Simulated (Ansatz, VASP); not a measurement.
# BaTiO3 in VASP and in Ansatz

The input INCAR:

```
SYSTEM = BaTiO3
PREC = Accurate
ENCUT = 520
EDIFF = 1E-6
ISMEAR = -1
SIGMA = 0.05
LREAL = .FALSE.
LASPH = .TRUE.
NELM = 60
ALGO = Normal
ISIF = 2
LWAVE = .FALSE.
LCHARG = .FALSE.
GGA = PS
NBANDS = 51
```

KPOINTS

```
Automatic mesh
0
G
  6 6 6
  0 0 0
```

Contents of POSCAR:

```
BaTiO3
1.0
    2.8276681600     -4.8976649200      0.0000000000
    5.6553363200      0.0000000000      0.0000000000
    2.8276681600     -1.6325549700      4.6354632200
Ba Ti O
2 2 6
Direct
    0.9177924700      0.9677509100      0.9738373600
    0.5774295100      0.6545572300      0.3489314600
    0.8554444300      0.7046525900      0.7824091600
    0.2254501000      0.1942032400      0.3459340700
    0.1078378300      0.4659246800      0.9425172400
    0.5268240400      0.0623520400      0.3607577300
    0.6266454800      0.3989537400      0.0195656800
    0.8613690900      0.0487807000      0.5609802200
    0.5045799500      0.9888950700      0.0529161400
    0.8179271000      0.5352298000      0.5482509300
```

Contents of input.yaml:

```yaml
crystal:
  lattice:
    - [2.82766816, -4.89766492, 0.0]
    - [5.65533632, 0.0, 0.0]
    - [2.82766816, -1.63255497, 4.63546322]
  atoms:
    - { symbol: Ba, position: [0.91779247, 0.96775091, 0.97383736] }
    - { symbol: Ba, position: [0.57742951, 0.65455723, 0.34893146] }
    - { symbol: Ti, position: [0.85544443, 0.70465259, 0.78240916] }
    - { symbol: Ti, position: [0.2254501, 0.19420324, 0.34593407] }
    - { symbol: O, position: [0.10783783, 0.46592468, 0.94251724] }
    - { symbol: O, position: [0.52682404, 0.06235204, 0.36075773] }
    - { symbol: O, position: [0.62664548, 0.39895374, 0.01956568] }
    - { symbol: O, position: [0.86136909, 0.0487807, 0.56098022] }
    - { symbol: O, position: [0.50457995, 0.98889507, 0.05291614] }
    - { symbol: O, position: [0.8179271, 0.5352298, 0.54825093] }
hamiltonian:
  xc: pbesol
  pseudopotentials: { kind: paw }
kpoints:
  mp_grid: { grid: [6, 6, 6] }
  band_path:
    path:
      - [[0.0, 0.0, 0.0], [0.0, -0.5, 0.0], [0.4987152748, -0.2506423626, 0.2493576374]]
      - [[0.2506423626, -0.2506423626, 0.5], [0.0, 0.0, 0.5], [0.0, 0.0, 0.0], [0.3746788187, -0.3746788187, 0.0]]
      - [[0.3746788187, -0.2506423626, 0.3746788187], [0.5, 0.0, 0.5], [0.3759635439, 0.0, 0.6253211813], [0.0, 0.0, 0.5]]
      - [[0.0, -0.5, 0.0], [0.0, -0.3759635439, 0.3746788187]]
    npoints: 10
scf:
  occupations: { method: fermi_dirac, width: 0.05 }
  n_extra_bands: 25
output:
  forces: true
  stress: true
  eigenvalues: true
  fatbands: false
```

Alike in both runs: functional PBEsol; k mesh 6 × 6 × 6; occupations fermi-dirac, width 0.05 eV; no spin polarisation.

```csv
,VASP,Ansatz
version,VASP 6.6.1,Ansatz 0.2.0
potentials or method,"VASP PAW PBE potentials, release 64 (Ba_sv, Ti_sv, O)",Ansatz PAW
plane-wave cutoff (eV),520,420
valence electrons in the cell,80,80
task,single point,band structure
```

```csv
,VASP,Ansatz,Ansatz less VASP
gap on the k mesh at the Fermi level (eV),0.37,0.37,-0.003
least direct gap on the mesh (eV),0.46,0.44,-0.012
rms of the force components (eV/Å),8.132,6.623,-1.5087
```

VASP's potentials were made for PBE, not for PBEsol. Atom by atom the forces differ by 1.654 eV/Å (rms over components). The functional is the same, so the differences come from potentials, cutoffs and numerics.

Neither program's run includes spin-orbit coupling.
